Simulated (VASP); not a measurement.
Runs of VASP 6.6.1 on MnO. The structure is that of space group Fm-3m (No. 225), or close to it. The cells are those of the table. 

```csv
task,level,potentials or basis,U,cell,k mesh,cutoff (eV),ions in elastic constants,grid for exact exchange (PRECFOCK),share of exact exchange,screening parameter,gap on the mesh (eV),pressure (GPa),moment (μB)
single point,r2SCAN+U,"VASP PAW PBE potentials, release 64 (Mn_sv, O)",Mn d U = 4.0 eV,"a = 3.145 Å, angles 60.0°, 2 atoms",10 × 10 × 10,770,-,-,-,-,0.87,1.8,5.00
single point,PBEsol+U,"VASP PAW PBE potentials, release 64 (Mn_sv, O)",Mn d U = 5.3 eV,"a = 3.145 Å, angles 60.0°, 2 atoms",10 × 10 × 10,700,-,-,-,-,0.34,0.3,5.00
single point,revPBE+D4,"VASP PAW PBE potentials, release 64 (Mn_pv, O)",-,"a = 3.128 Å, angles 60.0°, 2 atoms",10 × 10 × 10,520,-,-,-,-,none,0.2,4.80
elastic constants,PBEsol,"VASP PAW PBE potentials, release 64 (Mn_pv, O)",-,"a = 3.145 Å, angles 60.0°, 2 atoms",7 × 7 × 7,600,relaxed,-,-,-,-,-,4.69
single point,LDA,"VASP PAW LDA potentials, release 64 (Mn_sv, O)",-,"a = 2.989 Å, angles 60.0°, 2 atoms",10 × 10 × 10,700,-,-,-,-,none,-2.8,4.03
single point,LDA,"VASP PAW LDA potentials, release 64 (Mn_sv, O)",-,"a = 3.103 Å, angles 60.0°, 2 atoms",10 × 10 × 10,700,-,-,-,-,none,(a),4.36
single point,PBEsol+U,"VASP PAW PBE potentials, release 64 (Mn_sv, O)",Mn d U = 3.0 eV,"a = 3.145 Å, angles 60.0°, 2 atoms",10 × 10 × 10,700,-,-,-,-,none,(c),5.00
single point,LDA,"VASP PAW LDA potentials, release 64 (Mn_sv, O)",-,"a = 3.207 Å, angles 60.0°, 2 atoms",10 × 10 × 10,700,-,-,-,-,none,-21.3,4.73
single point,HF,"VASP PAW PBE potentials, release 64 (Mn_pv, O)",-,"a = 3.193 Å, angles 60.0°, 2 atoms",5 × 5 × 5,520,-,Normal,1,-,11.00,0.8,5.00
single point,PBEsol+U,"VASP PAW PBE potentials, release 64 (Mn_sv, O)",Mn d U = 1.0 eV,"a = 3.145 Å, angles 60.0°, 2 atoms",10 × 10 × 10,700,-,-,-,-,none,(b),4.92
single point,BLYP+D3(BJ),"VASP PAW PBE potentials, release 64 (Mn_pv, O)",-,"a = 3.150 Å, angles 60.0°, 2 atoms",10 × 10 × 10,520,-,-,-,-,none,0.2,4.72
single point,HSE06,"VASP PAW PBE potentials, release 64 (Mn_pv, O)",-,"a = 3.124 Å, angles 60.0°, 2 atoms",5 × 5 × 5,520,-,Normal,0.25,0.2079 1/Å,1.49,5.0,5.00
```

Alike in all rows: spin collinear, ferromagnetic start; smearing fermi-dirac 0.05 eV.

Task: Fill in the values left out.

Result: (a) -16.2; (b) -3.7; (c) -0.8.

Caveats: some runs use coarse meshes; a cell with one magnetic atom can't hold antiferromagnetic order, which such compounds often take; the PAW data sets were made with another functional, which shifts forces and pressure a little (at least some runs); semilocal functionals often make such compounds metallic where correlation or magnetic order opens a gap, which also shifts bond lengths (at least some runs); the cell stands under tension (at least some runs); an odd mesh through Γ misses points on the zone boundary, where band edges can lie (at least some runs); the cell is under stress, which shifts elastic constants (at least some runs); the elastic tensor has a negative eigenvalue, so either the cell is unstable as it stands or the mesh is too thin (at least some runs).

A gap of «none» marks levels without a gap at the run's occupations.

The runs don't all hold the same shells in valence.
